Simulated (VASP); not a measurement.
Co, 2 atoms in the cell. It takes space group P6_3/mmc (No. 194, hexagonal). Conventional cell: a = 2.519 Å, b = 2.519 Å, c = 4.091 Å, α = 90.00°, β = 90.00°, γ = 120.00°. Within 3.3 Å of Co (site symmetry -6m2) lie 12 Co at 2.51 to 2.52 Å. 

```yaml
Program: VASP 6.6.1
Task: single point
Functional: PBE
Potentials_or_basis: VASP PAW PBE potentials, release 64 (Co)
Cutoff: 520 eV
k_mesh: 19 × 19 × 10
Occupations: fermi-dirac, width 0.08 eV
Spin: collinear spin, ferromagnetic start
Starting_moments: "[2.0, 2.0] μB"
Dipole_correction: no
Further_INCAR_settings: ALGO = Normal; EDIFF = 1e-06; NBANDS = 20
```

Potentials or basis: VASP PAW PBE potentials, release 64 (Co).

Command:

```bash
$ cat potpaw_PBE.64/Co/POTCAR > POTCAR
$ mpirun -np 1 vasp_std > vasp.out
```

Hardware: 1 thread of Intel(R) Xeon(R) 6975P-C (Granite Rapids) (shared host).

Problem. How long does it take, and how much memory?

Solution. It took 85 s on 1 thread of Intel(R) Xeon(R) 6975P-C (Granite Rapids), with other jobs on the host, peak memory 0.25 GiB. Counts: scf iterations 13, k points 240.
